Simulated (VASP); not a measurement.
Input of a VASP 6.6.1 run:

Contents of INCAR:

```
SYSTEM = Si
PREC = Accurate ; ENCUT = 520
EDIFF = 1E-6 ; ISMEAR = 0
SIGMA = 0.05 ; LREAL = .FALSE.
LASPH = .TRUE. ; NELM = 60
ALGO = Normal ; ISIF = 2
LWAVE = .FALSE. ; LCHARG = .FALSE.
GGA = PE ; NBANDS = 16
```

File KPOINTS:

```
regular mesh
0
G
  12 12 6
  0 0 0
```

The input POSCAR:

```
Si
1.0
    3.9858700817     -0.0385108220      0.0000000000
   -2.0262863911      3.2376607065      0.0000000000
    0.0000000000      0.0000000000      6.3646810974
Si
4
Direct
    0.3333333333      0.6666666667      0.0629320729
    0.6666666667      0.3333333333      0.5629320729
    0.3333333333      0.6666666667      0.4370679271
    0.6666666667      0.3333333333      0.9370679271
```

Potentials or basis: VASP PAW PBE potentials, release 64 (Si).

Command:

```bash
$ cat potpaw_PBE.64/Si/POTCAR > POTCAR
$ mpirun -np 1 vasp_std > vasp.out
```

Task: What does it give for the pressure?

Result: 0.4 GPa.

Task: Estimate the largest force.

Result: 0.614 eV/Å.

Stress tensor (GPa, compression positive):
```
-5.49  1.64  0.00
 1.64  6.56  0.00
 0.00  0.00  0.01
```

Caveat: the cell differs from its parent crystal (engineering shear strain xy -0.0200, strain +e along x and -e along y +0.0350).
